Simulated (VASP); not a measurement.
# Nb (Im-3m) in VASP: notebook, part 2 of 2

VASP 6.6.1. Earlier steps stand in the parts before.

### 3 Single point, r2SCAN

Contents of POSCAR:

```
Nb
1.0
   -1.6220660000      1.6220660000      1.6220660000
    1.6220660000     -1.6220660000      1.6220660000
    1.6220660000      1.6220660000     -1.6220660000
Nb
1
Direct
    0.0000000000      0.0000000000      0.0000000000
```

Contents of INCAR.step1:

```
PREC = Accurate
ENCUT = 520
ISMEAR = -1
SIGMA = 0.1069
LREAL = F
LASPH = T
NELM = 60
NBANDS = 12
GGA = PE
ALGO = Normal
EDIFF = 1E-4
LWAVE = T
LCHARG = F
```

Contents of INCAR.step2:

```
PREC = Accurate
ENCUT = 520
EDIFF = 1E-6
ISMEAR = -1
SIGMA = 0.1069
LREAL = F
LASPH = T
NELM = 60
ALGO = Normal
ISIF = 2
LWAVE = F
LCHARG = T
METAGGA = R2SCAN
LMIXTAU = T
LELF = T
LVHAR = T
NBANDS = 12
ISTART = 1
```

Contents of KPOINTS:

```
regular mesh
0
Gamma
  8 8 8
```

Potentials or basis: VASP PAW PBE potentials, release 64 (Nb_sv).

The run is started by

```sh
> cat potpaw_PBE.64/Nb_sv/POTCAR > POTCAR
> cp INCAR.step1 INCAR
> mpirun -np 1 vasp_std > vasp.out
> cp INCAR.step2 INCAR
> mpirun -np 1 vasp_std > vasp.out
```

OUTCAR:

```text
PREC = Accurate
   ENCUT = 520
   EDIFF = 1E-6
   ISMEAR = -1
   LREAL = F
   LASPH = T
   NELM = 60
   ISIF = 2
   METAGGA = R2SCAN
   ISTART = 1

 ion  position               nearest neighbor table
   1  0.000  0.000  0.000-

  LATTYP: Found a body centered cubic cell.
 ALAT       =     3.2441320000

  Lattice vectors:

 A1 = (  -1.6220660000,   1.6220660000,   1.6220660000)
 A2 = (   1.6220660000,  -1.6220660000,   1.6220660000)
 A3 = (   1.6220660000,   1.6220660000,  -1.6220660000)

Analysis of symmetry for initial positions (statically):
=====================================================================
 Subroutine PRICEL returns:
 Original cell was already a primitive cell.

 Routine SETGRP: Setting up the symmetry group for a
 body centered cubic supercell.

 Subroutine GETGRP returns: Found 48 space group operations
 (whereof 48 operations were pure point group operations)
 out of a pool of 48 trial point group operations.

The static configuration has the point symmetry O_h .

Analysis of symmetry for dynamics (positions and initial velocities):
=====================================================================
 Subroutine PRICEL returns:
 Original cell was already a primitive cell.

 Routine SETGRP: Setting up the symmetry group for a
 body centered cubic supercell.

 Subroutine GETGRP returns: Found 48 space group operations
 (whereof 48 operations were pure point group operations)
 out of a pool of 48 trial point group operations.

The dynamic configuration has the point symmetry O_h .

 Subroutine INISYM returns: Found 48 space group operations
 (whereof 48 operations are pure point group operations),
 and found     1 'primitive' translations

----------------------------------------------------------------------------------------

                                     Primitive cell

  volume of cell :      17.0713

  direct lattice vectors                    reciprocal lattice vectors
    -1.622066000  1.622066000  1.622066000     0.000000000  0.308248863  0.308248863
     1.622066000 -1.622066000  1.622066000     0.308248863  0.000000000  0.308248863
     1.622066000  1.622066000 -1.622066000     0.308248863  0.308248863  0.000000000

  length of vectors
     2.809500725  2.809500725  2.809500725     0.435929722  0.435929722  0.435929722

  position of ions in fractional coordinates (direct lattice)
     0.000000000  0.000000000  0.000000000

  ion indices of the primitive-cell ions
   primitive index   ion index
                 1           1

----------------------------------------------------------------------------------------

 KPOINTS: regular mesh

Automatic generation of k-mesh.
 Grid dimensions read from file:
 generate k-points for:    8    8    8

 Generating k-lattice:

  Cartesian coordinates                     Fractional coordinates (reciprocal lattice)
     0.000000000  0.038531108  0.038531108     0.125000000  0.000000000  0.000000000
     0.038531108  0.000000000  0.038531108     0.000000000  0.125000000  0.000000000
     0.038531108  0.038531108  0.000000000     0.000000000  0.000000000  0.125000000

  Length of vectors
     0.054491215  0.054491215  0.054491215

  Shift w.r.t. Gamma in fractional coordinates (k-lattice)
     0.000000000  0.000000000  0.000000000

 Subroutine IBZKPT returns following result:
 ===========================================

 Found     29 irreducible k-points:

 Following reciprocal coordinates:
            Coordinates               Weight
  0.000000  0.000000  0.000000      1.000000
  0.125000  0.000000  0.000000     12.000000
  0.250000  0.000000  0.000000     12.000000
  0.375000  0.000000  0.000000     12.000000
  0.500000  0.000000  0.000000      6.000000
  0.125000  0.125000  0.000000     24.000000
[... 16 lines left out ...]
 -0.250000  0.250000  0.250000      6.000000
 -0.375000  0.375000  0.250000     24.000000
 [... further k-points ...]
   k-points           NKPTS =     29   k-points in BZ     NKDIM =     29   number of bands    NBANDS=     12
   number of dos      NEDOS =    301   number of ions     NIONS =      1
   total plane-waves  NPLWV =  13824
   dimension x,y,z NGX =    24 NGY =   24 NGZ =   24
   dimension x,y,z NGXF=    48 NGYF=   48 NGZF=   48
   ions per type =               1
   NGX,Y,Z   is equivalent  to a cutoff of  14.20, 14.20, 14.20 a.u.
   NGXF,Y,Z  is equivalent  to a cutoff of  28.40, 28.40, 28.40 a.u.
 SYSTEM =  unknown system
   PREC   = accura    normal or accurate (medium, high low for compatibility)
   ISTART =      1    job   : 0-new  1-cont  2-samecut
   ICHARG =      0    charge: 1-file 2-atom 10-const
   ISPIN  =      1    spin polarized calculation?
   LNONCOLLINEAR =      F non collinear calculations
   LSORBIT =      F    spin-orbit coupling
   LASPH  =      T    aspherical Exc in radial PAW
   ENCUT  =  520.0 eV  38.22 Ry    6.18 a.u.   5.22  5.22  5.22*2*pi/ulx,y,z
   NELM   =     60;   NELMIN=  2; NELMDL=  0     # of ELM steps
   EDIFF  = 0.1E-05   stopping-criterion for ELM
   LREAL  =      F    real-space projection
   EDIFFG = 0.1E-04   stopping-criterion for IOM
   NSW    =      0    number of steps for IOM
   IBRION =     -1    ionic relax: 0-MD 1-quasi-New 2-CG
   NFREE  =      0    steps in history (QN), initial steepest desc. (CG)
   ISIF   =      2    stress and relaxation
   ISYM   =      2    0-nonsym 1-usesym 2-fastsym
   POTIM  = 0.5000    time-step for ionic-motion
   TEBEG  =    0.0;   TEEND  =   0.0 temperature during run
   PSTRESS=    0.0 pullay stress
   NELECT =      13.0000    total number of electrons
   NUPDOWN=      -1.0000    fix difference up-down
   EMIN   =  10.00;   EMAX   =-10.00  energy-range for DOS
   EFERMI =   0.00;   METHOD = LEGACY
   ISMEAR =    -1;   SIGMA  =   0.11  broadening in eV -4-tet -1-fermi 0-gaus
   EFERMI_NEDOS =   21; number of points for ismear=-14 and -15
   IALGO  =     38    algorithm
   IMIX   =      4    mixing-type and parameters
     AMIX     =   0.40;   BMIX     =  1.00
     AMIX_MAG =   1.60;   BMIX_MAG =  1.00
  volume/ion in A,a.u.               =      17.07       115.20
  Fermi-wavevector in a.u.,A,eV,Ry     =   1.494976  2.825094 30.408368  2.234952
  Thomas-Fermi vector in A             =   2.607180
   LORBIT       =      0    0 simple, 1 ext, 2 COOP (PROOUT), +10 PAW based schemes
   METAGGA = R2SCAN    functional components
   LHFCALC =     F    Hartree Fock is set to
   AEXX    =    0.0000 exact exchange contribution
   IVDW    =     0    specifies the selected vdW correction
   LEPSILON=     F    determine dielectric tensor
   LRPA    =     F    only Hartree local field effects (RPA)
 non-spin polarized calculation
  energy-cutoff  :      520.00
  volume of cell :       17.07
 maximum number of plane-waves:       471
 NGX is ok and might be reduce to    24
   NGX = 11   NGY = 11   NGZ = 11

 number of electron      13.0000001 magnetization

 Free energy of the ion-electron system (eV)
  ---------------------------------------------------
  ext. energy  EPLUGINS =         0.00000000
  ---------------------------------------------------
  free energy    TOTEN  =       -24.86364900 eV

  energy without entropy =      -24.81839184  energy(sigma->0) =      -24.84102042

 E-fermi :  11.8238     XC(G=0): -13.9445

 val. band max:       11.7856422847   @ k =   0.2500   0.0000   0.0000
 cond. band min:      11.8937400417   @ k =   0.1250   0.0000   0.0000
 fundamental gap:      0.1080977570
 Fermi energy:        11.8238175668

 k-point     1 :       0.0000    0.0000    0.0000
  band No.  band energies     occupation
      1     -44.2096      2.00000
      2     -18.6149      2.00000
      3     -18.6149      2.00000
      4     -18.6149      2.00000
      5       5.5351      2.00000
      6      12.3204      0.01904
      7      12.3204      0.01904
      8      12.3204      0.01904
      9      15.6181      0.00000
     10      15.6181      0.00000
     11      26.9261      0.00000
     12      26.9261      0.00000
[... 331 lines left out ...]
 k-point    24 :      -0.3750    0.3750    0.2500
  band No.  band energies     occupation
      1     -43.8069      2.00000
      2     -19.8762      2.00000
      3     -19.3793      2.00000
      4     -19.2343      2.00000
      5       9.2271      2.00000
      6       9.8046      2.00000
      7      12.9520      0.00005
      8      13.8047      0.00000
      9      16.8733      0.00000
     10      18.5323      0.00000
     11      27.0940      0.00000
     12      29.1557      0.00000

 [... further k-points ...]

------------------------ aborting loop because EDIFF is reached ----------------------------------------

  FORCE on cell =-STRESS in cart. coord.  units (eV):
  Direction    XX          YY          ZZ          XY          YZ          ZX
  --------------------------------------------------------------------------------------
  -------------------------------------------------------------------------------------
  Total        1.1811707      1.1811707      1.1811707      0.0000000      0.0000000      0.0000000
  in kB      110.8556142    110.8556142    110.8556142      0.0000000      0.0000000      0.0000000
  external PRESSURE =     110.8556142 kB  Pullay stress =       0.0000000 kB

 VOLUME and BASIS-vectors are now :
 -----------------------------------------------------------------------------
  energy-cutoff  :      520.00
  volume of cell :       17.07
      direct lattice vectors                 reciprocal lattice vectors
    -1.622066000  1.622066000  1.622066000     0.000000000  0.308248863  0.308248863
     1.622066000 -1.622066000  1.622066000     0.308248863  0.000000000  0.308248863
     1.622066000  1.622066000 -1.622066000     0.308248863  0.308248863  0.000000000

 POSITION                                       TOTAL-FORCE (eV/Angst)
 -----------------------------------------------------------------------------------
      0.00000      0.00000      0.00000        -0.000000     -0.000000      0.000000
 -----------------------------------------------------------------------------------
    total drift:                                0.000000      0.000000     -0.000000

  FREE ENERGIE OF THE ION-ELECTRON SYSTEM (eV)
  ---------------------------------------------------
  free  energy   TOTEN  =       -24.8636489988 eV

  energy  without entropy=      -24.8183918354  energy(sigma->0) =      -24.84102042
```

OUTCAR.step1:

```text
PREC = Accurate
   ENCUT = 520
   ISMEAR = -1
   LREAL = F
   LASPH = T
   NELM = 60
[... 574 lines left out ...]

 POSITION                                       TOTAL-FORCE (eV/Angst)
 -----------------------------------------------------------------------------------
      0.00000      0.00000      0.00000        -0.000000      0.000000      0.000000
 -----------------------------------------------------------------------------------
    total drift:                                0.000000      0.000000     -0.000000

  FREE ENERGIE OF THE ION-ELECTRON SYSTEM (eV)
  ---------------------------------------------------
  free  energy   TOTEN  =       -10.2284637400 eV

  energy  without entropy=      -10.1793566359  energy(sigma->0) =      -10.20391019
```

OSZICAR.step1:

```text
N       E                     dE             d eps       ncg     rms          rms(c)
DAV:   1     0.120451076739E+03    0.12045E+03   -0.73702E+03   704   0.109E+03
DAV:   2    -0.567012831963E+01   -0.12612E+03   -0.12118E+03   748   0.396E+02
DAV:   3    -0.102379767620E+02   -0.45678E+01   -0.42718E+01   988   0.652E+01
DAV:   4    -0.105989910042E+02   -0.36101E+00   -0.35635E+00   980   0.157E+01
DAV:   5    -0.106068575631E+02   -0.78666E-02   -0.78646E-02   980   0.214E+00    0.771E+00
DAV:   6    -0.102613271975E+02    0.34553E+00   -0.53333E-01  1120   0.948E+00    0.279E+00
DAV:   7    -0.102221182544E+02    0.39209E-01   -0.18220E-01  1136   0.550E+00    0.973E-01
DAV:   8    -0.102283968458E+02   -0.62786E-02   -0.13459E-02   828   0.155E+00    0.416E-02
DAV:   9    -0.102284433094E+02   -0.46464E-04   -0.10564E-03  1072   0.297E-01    0.462E-02
DAV:  10    -0.102284637400E+02   -0.20431E-04   -0.36883E-05   576   0.809E-02
   1 F= -.10228464E+02 E0= -.10203910E+02  d E =-.491071E-01
```

Run time: 16 s. Hardware: 1 thread of Intel Xeon Platinum 8375C at 2.90GHz (Ice Lake), shared host; peak memory 0.14 GiB.

Results:

* Free energy: -24.8636 eV
* Pressure: 11.1 GPa

Caveat: the PAW data sets were made with another functional, which shifts forces and pressure a little.

### 4 Single point, r2SCAN

POSCAR is that of step 3.

Contents of INCAR.step1:

```
SYSTEM = Nb
PREC     = Accurate       ! precision mode
ENCUT    = 520            ! plane-wave cutoff, eV
ISMEAR   = -1             ! smearing method
SIGMA    = 0.1069         ! smearing width, eV
LREAL    = .False.        ! projectors in reciprocal space
LASPH    = .True.         ! aspherical terms in the spheres
NELM     = 80             ! most SCF steps
NBANDS   = 12             ! bands
GGA      = PE             ! functional
ALGO     = Normal         ! electronic algorithm
EDIFF    = 1E-4           ! SCF threshold, eV
LWAVE    = .True.         ! write WAVECAR
LCHARG   = .False.        ! write CHGCAR
```

Contents of INCAR.step2:

```
SYSTEM = Nb
PREC     = Accurate       ! precision mode
ENCUT    = 520            ! plane-wave cutoff, eV
EDIFF    = 1E-7           ! SCF threshold, eV
ISMEAR   = -1             ! smearing method
SIGMA    = 0.1069         ! smearing width, eV
LREAL    = .False.        ! projectors in reciprocal space
LASPH    = .True.         ! aspherical terms in the spheres
NELM     = 80             ! most SCF steps
ALGO     = Normal         ! electronic algorithm
ISIF     = 2              ! what is computed and relaxed
LWAVE    = .False.        ! write WAVECAR
LCHARG   = .True.         ! write CHGCAR
METAGGA  = R2SCAN         ! meta-GGA
LMIXTAU  = .True.       
LELF     = .True.         ! ELF
LVHAR    = .True.       
NBANDS   = 12             ! bands
ISTART   = 1
```

Contents of KPOINTS:

```
Automatic mesh
0
Gamma
  8 8 8
  0 0 0
```

The run is started by

```sh
> cat potpaw_PBE.64/Nb_sv/POTCAR > POTCAR
> cp INCAR.step1 INCAR
> mpirun -np 1 vasp_std > vasp.out
> cp INCAR.step2 INCAR
> mpirun -np 1 vasp_std > vasp.out
```

Wall time 18 s (1 thread of Intel Xeon Platinum 8375C at 2.90GHz (Ice Lake), shared host); peak memory 0.14 GiB.

Results (log left out):

| Item | Value |
| --- | --- |
| Free energy | -24.8636 eV |
| Pressure | 11.1 GPa |

Levels at points of the mesh, in eV from the Fermi level:
| k point | band 3 | band 4 | band 5 | band 6 | band 7 | band 8 | band 9 | band 10 |
| --- | --- | --- | --- | --- | --- | --- | --- | --- |
| (0.00, 0.00, 0.00) | -30.44 | -30.44 | -6.29 | 0.50 | 0.50 | 0.50 | 3.79 | 3.79 |
| (0.50, 0.00, 0.00) | -30.96 | -30.46 | -4.07 | -1.81 | 2.63 | 3.85 | 4.62 | 7.18 |
| (0.50, 0.50, 0.50) | -31.59 | -31.59 | -4.16 | -4.16 | 6.31 | 6.31 | 6.31 | 10.11 |

Caveat: the PAW data sets were made with another functional, which shifts forces and pressure a little.
